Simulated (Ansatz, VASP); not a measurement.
# TiAl in VASP and in Ansatz

The input INCAR:

```
SYSTEM = TiAl
PREC = Accurate ; ENCUT = 520
EDIFF = 1E-6 ; ISMEAR = 0
SIGMA = 0.15 ; LREAL = .False.
LASPH = .True. ; NELM = 100
ALGO = Fast ; ISIF = 2
LWAVE = .False. ; LCHARG = .False.
GGA = CA ; NBANDS = 14
```

The input KPOINTS:

```
regular mesh
0
Gamma
  16 16 16
  0 0 0
```

Contents of POSCAR:

```
TiAl
1.0
    3.0840285192      0.0000000000      0.0000000000
    0.0000000000      3.0840285192      0.0000000000
    0.0000000000      0.0000000000      2.9171825763
Ti Al
1 1
Direct
    0.0000000000      0.0000000000      0.0000000000
    0.5000000000      0.5000000000      0.5000000000
```

Input for Ansatz:

```yaml
crystal:
  lattice:
    - [3.0840285192, 0.0, 0.0]
    - [0.0, 3.0840285192, 0.0]
    - [0.0, 0.0, 2.9171825763]
  atoms:
    - { symbol: Ti, position: [0.0, 0.0, 0.0] }
    - { symbol: Al, position: [0.5, 0.5, 0.5] }
basis:
  ecutwfc: 520.0
kpoints:
  mp_grid: { grid: [16, 16, 16] }
hamiltonian:
  xc: lda
  pseudopotentials: { kind: paw, azcp: { folder: soft_1 } }
scf:
  occupations: { method: gaussian, width: 0.15 }
output:
  forces: true
  stress: true
  eigenvalues: true
```

Alike in both runs: task single point; functional LDA; k mesh 16 × 16 × 16; occupations gaussian, width 0.15 eV; no spin polarisation.

```csv
,VASP,Ansatz
version,VASP 6.6.1,Ansatz 0.2.0
potentials or method,"VASP PAW LDA potentials, release 64 (Ti_sv, Al), cutoff 520 eV","scalar-relativistic, plane waves, PAW"
valence electrons in the cell,15,15
```

|  | VASP | Ansatz | Ansatz less VASP |
| --- | --- | --- | --- |
| gap on the k mesh at the Fermi level (eV) | none | none | - |
| pressure (GPa) | 14.6 | 14.4 | -0.19 |
| traceless stress, the component that is largest in VASP (GPa) | -0.97 | -0.95 | +0.018 |

Ansatz warns that its potentials were made for another functional, while VASP's fit it. LDA's correlation is that of Perdew and Zunger in VASP and of Perdew and Wang (1992) in Ansatz. A gap of «none» marks a metal or a gap that the smearing closes.
